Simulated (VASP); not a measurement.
# Pd (Fm-3m) in VASP: notebook

Runs on Pd. Level: PBEsol. Tasks: single point.

Program: VASP 6.6.1. These are calculated values, not measurements. Logs are shortened: lines on timing, memory, paths and dates and some standing lists are left out, and cuts for length are marked.

## (1) The cell of the first run

Symmetry: Fm-3m, No. 225, cubic system. Conventional cell: a = 3.474 Å, b = 3.474 Å, c = 3.474 Å, α = 90.00°, β = 90.00°, γ = 90.00°. Within 3.2 Å of Pd (site symmetry m-3m) lie 12 Pd at 2.46 Å.

## (2) Single point, PBEsol (volume scaled by 0.72)

INCAR reads:

```
PREC     = Accurate       # precision mode
ENCUT    = 520            # plane-wave cutoff, eV
EDIFF    = 1E-7           # SCF threshold, eV
ISMEAR   = -1             # smearing method
SIGMA    = 0.05           # smearing width, eV
LREAL    = F              # projectors in reciprocal space
LASPH    = T              # aspherical terms in the spheres
NELM     = 80             # most SCF steps
ALGO     = Normal         # electronic algorithm
ISIF     = 2              # what is computed and relaxed
LWAVE    = F              # write WAVECAR
LCHARG   = T              # write CHGCAR
GGA      = PS             # functional
LELF     = T              # ELF
LVHAR    = T            
NBANDS   = 11             # bands
```

KPOINTS reads:

```
regular mesh
0
Gamma
  19 19 19
```

POSCAR reads:

```
Pd
1.0
    0.0000000000      1.7371890226      1.7371890226
    1.7371890226      0.0000000000      1.7371890226
    1.7371890226      1.7371890226      0.0000000000
Pd
1
Direct
    0.0000000000      0.0000000000      0.0000000000
```

Potentials or basis: VASP PAW PBE potentials, release 64 (Pd).

Command:

```console
$ cat potpaw_PBE.64/Pd/POTCAR > POTCAR
$ mpirun -np 1 vasp_std > vasp.out
```

OUTCAR:

```text
PREC = Accurate
   ENCUT = 520
   EDIFF = 1E-7
   ISMEAR = -1
   LREAL = F
   LASPH = T
   NELM = 80
   ISIF = 2
   GGA = PS

 ion  position               nearest neighbor table
   1  0.000  0.000  0.000-

  LATTYP: Found a face centered cubic cell.
 ALAT       =     3.4743780452

  Lattice vectors:

 A1 = (   0.0000000000,   1.7371890226,   1.7371890226)
 A2 = (   1.7371890226,   0.0000000000,   1.7371890226)
 A3 = (   1.7371890226,   1.7371890226,   0.0000000000)

Analysis of symmetry for initial positions (statically):
=====================================================================
 Subroutine PRICEL returns:
 Original cell was already a primitive cell.

 Routine SETGRP: Setting up the symmetry group for a
 face centered cubic supercell.

 Subroutine GETGRP returns: Found 48 space group operations
 (whereof 48 operations were pure point group operations)
 out of a pool of 48 trial point group operations.

The static configuration has the point symmetry O_h .

Analysis of symmetry for dynamics (positions and initial velocities):
=====================================================================
 Subroutine PRICEL returns:
 Original cell was already a primitive cell.

 Routine SETGRP: Setting up the symmetry group for a
 face centered cubic supercell.

 Subroutine GETGRP returns: Found 48 space group operations
 (whereof 48 operations were pure point group operations)
 out of a pool of 48 trial point group operations.

The dynamic configuration has the point symmetry O_h .

 Subroutine INISYM returns: Found 48 space group operations
 (whereof 48 operations are pure point group operations),
 and found     1 'primitive' translations

----------------------------------------------------------------------------------------

                                     Primitive cell

  volume of cell :      10.4851

  direct lattice vectors                    reciprocal lattice vectors
     0.000000000  1.737189023  1.737189023    -0.287821298  0.287821298  0.287821298
     1.737189023  0.000000000  1.737189023     0.287821298 -0.287821298  0.287821298
     1.737189023  1.737189023  0.000000000     0.287821298  0.287821298 -0.287821298

  length of vectors
     2.456756276  2.456756276  2.456756276     0.498521112  0.498521112  0.498521112

  position of ions in fractional coordinates (direct lattice)
     0.000000000  0.000000000  0.000000000

  ion indices of the primitive-cell ions
   primitive index   ion index
                 1           1

----------------------------------------------------------------------------------------

 KPOINTS: regular mesh

Automatic generation of k-mesh.
 Grid dimensions read from file:
 generate k-points for:   19   19   19

 Generating k-lattice:

  Cartesian coordinates                     Fractional coordinates (reciprocal lattice)
    -0.015148489  0.015148489  0.015148489     0.052631579  0.000000000  0.000000000
     0.015148489 -0.015148489  0.015148489     0.000000000  0.052631579  0.000000000
     0.015148489  0.015148489 -0.015148489     0.000000000  0.000000000  0.052631579

  Length of vectors
     0.026237953  0.026237953  0.026237953

  Shift w.r.t. Gamma in fractional coordinates (k-lattice)
     0.000000000  0.000000000  0.000000000

 Subroutine IBZKPT returns following result:
 ===========================================

 Found    220 irreducible k-points:

 Following reciprocal coordinates:
            Coordinates               Weight
  0.000000  0.000000  0.000000      1.000000
  0.052632  0.000000  0.000000      8.000000
  0.105263  0.000000  0.000000      8.000000
  0.157895  0.000000  0.000000      8.000000
  0.210526  0.000000  0.000000      8.000000
  0.263158  0.000000  0.000000      8.000000
[... 16 lines left out ...]
 -0.315789  0.052632  0.000000     24.000000
 -0.263158  0.052632  0.000000     24.000000
 [... further k-points ...]
   k-points           NKPTS =    220   k-points in BZ     NKDIM =    220   number of bands    NBANDS=     11
   number of dos      NEDOS =    301   number of ions     NIONS =      1
   total plane-waves  NPLWV =   5832
   dimension x,y,z NGX =    18 NGY =   18 NGZ =   18
   dimension x,y,z NGXF=    36 NGYF=   36 NGZF=   36
   ions per type =               1
   NGX,Y,Z   is equivalent  to a cutoff of  12.18, 12.18, 12.18 a.u.
   NGXF,Y,Z  is equivalent  to a cutoff of  24.36, 24.36, 24.36 a.u.
 SYSTEM =  unknown system
   PREC   = accura    normal or accurate (medium, high low for compatibility)
   ISTART =      0    job   : 0-new  1-cont  2-samecut
   ICHARG =      2    charge: 1-file 2-atom 10-const
   ISPIN  =      1    spin polarized calculation?
   LNONCOLLINEAR =      F non collinear calculations
   LSORBIT =      F    spin-orbit coupling
   LASPH  =      T    aspherical Exc in radial PAW
   ENCUT  =  520.0 eV  38.22 Ry    6.18 a.u.   4.57  4.57  4.57*2*pi/ulx,y,z
   NELM   =     80;   NELMIN=  2; NELMDL= -5     # of ELM steps
   EDIFF  = 0.1E-06   stopping-criterion for ELM
   LREAL  =      F    real-space projection
   EDIFFG = 0.1E-05   stopping-criterion for IOM
   NSW    =      0    number of steps for IOM
   IBRION =     -1    ionic relax: 0-MD 1-quasi-New 2-CG
   NFREE  =      0    steps in history (QN), initial steepest desc. (CG)
   ISIF   =      2    stress and relaxation
   ISYM   =      2    0-nonsym 1-usesym 2-fastsym
   POTIM  = 0.5000    time-step for ionic-motion
   TEBEG  =    0.0;   TEEND  =   0.0 temperature during run
   PSTRESS=    0.0 pullay stress
   NELECT =      10.0000    total number of electrons
   NUPDOWN=      -1.0000    fix difference up-down
   EMIN   =  10.00;   EMAX   =-10.00  energy-range for DOS
   EFERMI =   0.00;   METHOD = LEGACY
   ISMEAR =    -1;   SIGMA  =   0.05  broadening in eV -4-tet -1-fermi 0-gaus
   EFERMI_NEDOS =   21; number of points for ismear=-14 and -15
   IALGO  =     38    algorithm
   IMIX   =      4    mixing-type and parameters
     AMIX     =   0.40;   BMIX     =  1.00
     AMIX_MAG =   1.60;   BMIX_MAG =  1.00
  volume/ion in A,a.u.               =      10.49        70.76
  Fermi-wavevector in a.u.,A,eV,Ry     =   1.611453  3.045205 35.331366  2.596782
  Thomas-Fermi vector in A             =   2.706841
   LORBIT       =      0    0 simple, 1 ext, 2 COOP (PROOUT), +10 PAW based schemes
   GGA     = PS    functional components
   LHFCALC =     F    Hartree Fock is set to
   AEXX    =    0.0000 exact exchange contribution
   IVDW    =     0    specifies the selected vdW correction
   LEPSILON=     F    determine dielectric tensor
   LRPA    =     F    only Hartree local field effects (RPA)
 non-spin polarized calculation
  energy-cutoff  :      520.00
  volume of cell :       10.49
 maximum number of plane-waves:       295
   NGX =  9   NGY =  9   NGZ =  9

 number of electron      10.0000003 magnetization

 Free energy of the ion-electron system (eV)
  ---------------------------------------------------
  ext. energy  EPLUGINS =         0.00000000
  ---------------------------------------------------
  free energy    TOTEN  =        -4.52682854 eV

  energy without entropy =       -4.51278151  energy(sigma->0) =       -4.51980503

 E-fermi :  16.7301     XC(G=0): -15.6041

 val. band max:       16.7217444212   @ k =   0.3684   0.1579   0.0000
 cond. band min:      16.7393134356   @ k =  -0.2632   0.4211   0.1579
 fundamental gap:      0.0175690144
 Fermi energy:        16.7300795478

 k-point     1 :       0.0000    0.0000    0.0000
  band No.  band energies     occupation
      1       6.4425      2.00000
      2      11.7666      2.00000
      3      11.7666      2.00000
      4      11.7666      2.00000
      5      14.5968      2.00000
      6      14.5968      2.00000
      7      33.1965      0.00000
      8      40.0749      0.00000
      9      40.0749      0.00000
     10      40.0749      0.00000
     11      41.3047      0.00000

 k-point     2 :       0.0526    0.0000    0.0000
  band No.  band energies     occupation
      1       6.5824      2.00000
      2      11.6980      2.00000
      3      11.8252      2.00000
      4      11.8252      2.00000
      5      14.5600      2.00000
      6      14.5600      2.00000
      7      33.4268      0.00000
      8      39.3471      0.00000
      9      40.2992      0.00000
     10      40.2992      0.00000
     11      41.3182      0.00000

 k-point     3 :       0.1053    0.0000    0.0000
  band No.  band energies     occupation
      1       6.9809      2.00000
      2      11.5273      2.00000
      3      11.9807      2.00000
      4      11.9807      2.00000
      5      14.4763      2.00000
      6      14.4763      2.00000
      7      34.0632      0.00000
      8      37.8319      0.00000
      9      40.9548      0.00000
     10      40.9548      0.00000
     11      41.3254      0.00000

 k-point     4 :       0.1579    0.0000    0.0000
  band No.  band energies     occupation
      1       7.5582      2.00000
      2      11.3672      2.00000
      3      12.1654      2.00000
      4      12.1654      2.00000
      5      14.4291      2.00000
      6      14.4291      2.00000
      7      34.9132      0.00000
      8      36.1906      0.00000
      9      41.3241      0.00000
     10      41.9917      0.00000
     11      41.9917      0.00000
[... 239 lines left out ...]
 k-point    22 :      -0.3684    0.0526    0.0000
  band No.  band energies     occupation
      1       8.2785      2.00000
      2      11.7558      2.00000
      3      11.8893      2.00000
      4      14.3907      2.00000
      5      15.8536      2.00000
      6      17.0487      0.00341
      7      29.4832      0.00000
      8      33.8331      0.00000
      9      41.0740      0.00000
     10      41.3960      0.00000
     11      42.6984      0.00000

 k-point    23 :      -0.3158    0.0526    0.0000
  band No.  band energies     occupation
      1       8.4469      2.00000
      2      11.9403      2.00000
      3      12.0607      2.00000
      4      13.2414      2.00000
      5      15.2476      2.00000
      6      16.3144      1.99951
      7      31.0808      0.00000
      8      34.7965      0.00000
      9      41.3099      0.00000
     10      42.2365      0.00000
     11      44.4399      0.00000

 k-point    24 :      -0.2632    0.0526    0.0000
  band No.  band energies     occupation
      1       8.5456      2.00000
      2      11.9762      2.00000
      3      12.2437      2.00000
      4      12.2921      2.00000
      5      14.6640      2.00000
      6      15.6444      2.00000
      7      32.6230      0.00000
      8      35.7231      0.00000
      9      41.3117      0.00000
     10      43.2235      0.00000
     11      44.5818      0.00000

 [... further k-points ...]

------------------------ aborting loop because EDIFF is reached ----------------------------------------

  FORCE on cell =-STRESS in cart. coord.  units (eV):
  Direction    XX          YY          ZZ          XY          YZ          ZX
  --------------------------------------------------------------------------------------
  -------------------------------------------------------------------------------------
  Total       10.4290545     10.4290545     10.4290545      0.0000000      0.0000000     -0.0000000
  in kB     1593.6182519   1593.6182519   1593.6182519      0.0000000      0.0000000     -0.0000000
  external PRESSURE =    1593.6182519 kB  Pullay stress =       0.0000000 kB

 VOLUME and BASIS-vectors are now :
 -----------------------------------------------------------------------------
  energy-cutoff  :      520.00
  volume of cell :       10.49
      direct lattice vectors                 reciprocal lattice vectors
     0.000000000  1.737189023  1.737189023    -0.287821298  0.287821298  0.287821298
     1.737189023  0.000000000  1.737189023     0.287821298 -0.287821298  0.287821298
     1.737189023  1.737189023  0.000000000     0.287821298  0.287821298 -0.287821298

 POSITION                                       TOTAL-FORCE (eV/Angst)
 -----------------------------------------------------------------------------------
      0.00000      0.00000      0.00000         0.000000     -0.000000      0.000000
 -----------------------------------------------------------------------------------
    total drift:                                0.000000     -0.000000     -0.000000

  FREE ENERGIE OF THE ION-ELECTRON SYSTEM (eV)
  ---------------------------------------------------
  free  energy   TOTEN  =        -4.5268285426 eV

  energy  without entropy=       -4.5127815106  energy(sigma->0) =       -4.51980503
```

It took 14 s on 1 thread of Intel Xeon Platinum 8488C (Sapphire Rapids), shared host; peak memory 0.14 GiB.

What came out:

- Free energy: -4.5268 eV
- Pressure: 159.4 GPa
- Band gap on the k mesh: zero (band 5 reaches 17.25 eV, above the bottom of band 6 at 14.43 eV)

Levels at points of the mesh, in eV from the Fermi level:
```tsv
k point	band 3	band 4	band 5	band 6	band 7	band 8
(0.00, 0.00, 0.00)	-4.96	-4.96	-2.13	-2.13	16.47	23.34
```

Caveat: the PAW data sets were made with another functional, which shifts forces and pressure a little.

## (3) Single point, PBEsol (volume scaled by 0.72)

INCAR reads:

```
SYSTEM = Pd
  PREC = Accurate
  ENCUT = 520
  EDIFF = 1E-6
  ISMEAR = -1
  SIGMA = 0.05
  LREAL = .False.
  LASPH = .True.
  NELM = 60
  ALGO = Normal
  ISIF = 2
  LWAVE = .False.
  LCHARG = .False.
  GGA = PS
  NBANDS = 11
```

KPOINTS reads:

```
Automatic mesh
0
Gamma
  19 19 19
  0 0 0
```

POSCAR is that of step 2.

Potentials or basis: VASP PAW PBE potentials, release 64 (Pd).

Command:

```console
$ cat potpaw_PBE.64/Pd/POTCAR > POTCAR
$ mpirun -np 1 vasp_std > vasp.out
```

Run time: 13 s. Hardware: 1 thread of Intel Xeon Platinum 8488C (Sapphire Rapids), shared host; peak memory 0.14 GiB.

The run converged. Its results:

- Free energy: -4.5268 eV
- Pressure: 159.4 GPa
- Band gap on the k mesh: zero (band 5 reaches 17.25 eV, above the bottom of band 6 at 14.43 eV)

Levels at points of the mesh, in eV from the Fermi level:
| k point | band 1 | band 2 | band 3 | band 4 | band 5 | band 6 | band 7 | band 8 | band 9 | band 10 |
| --- | --- | --- | --- | --- | --- | --- | --- | --- | --- | --- |
| (0.00, 0.00, 0.00) | -10.29 | -4.96 | -4.96 | -4.96 | -2.13 | -2.13 | 16.47 | 23.34 | 23.34 | 23.34 |

Caveat: the PAW data sets were made with another functional, which shifts forces and pressure a little.
